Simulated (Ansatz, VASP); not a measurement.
ZnAu: VASP beside Ansatz

```
CELL_PARAMETERS angstrom
3.12817 0.00000 0.00000
0.00000 3.12817 0.00000
0.00000 0.00000 3.12817
ATOMIC_POSITIONS crystal
Zn 0.50000 0.50000 0.50000
Au 0.00000 0.00000 0.00000
```

Alike in both runs: functional PBEsol; k mesh 14 × 14 × 14; occupations gaussian, width 0.1 eV; no spin polarisation.

Ansatz relaxed the structure, and its values are those at the end. VASP's run is a single point on that final structure, the one shown.

|  | VASP | Ansatz |
| --- | --- | --- |
| version | VASP 6.6.1 | Ansatz 0.2.0 |
| potentials or method | VASP PAW PBE potentials, release 64 (Zn, Au), cutoff 520 eV | scalar-relativistic, plane waves, PAW |
| valence electrons in the cell | 23 | 31 |

```tsv
	VASP	Ansatz	Ansatz less VASP
gap on the k mesh at the Fermi level (eV)	none	none	-
pressure (GPa)	0.2	0.0	-0.20
```

VASP's potentials were made for PBE, not for PBEsol. A gap of «none» marks a metal or a gap that the smearing closes. With one functional, cell and mesh, what is left measures potentials, basis and numerics. VASP's potentials hold 23 valence electrons a cell and Ansatz's 31, so a difference there can come from the potentials and not from the codes.

Spin-orbit coupling is off throughout.
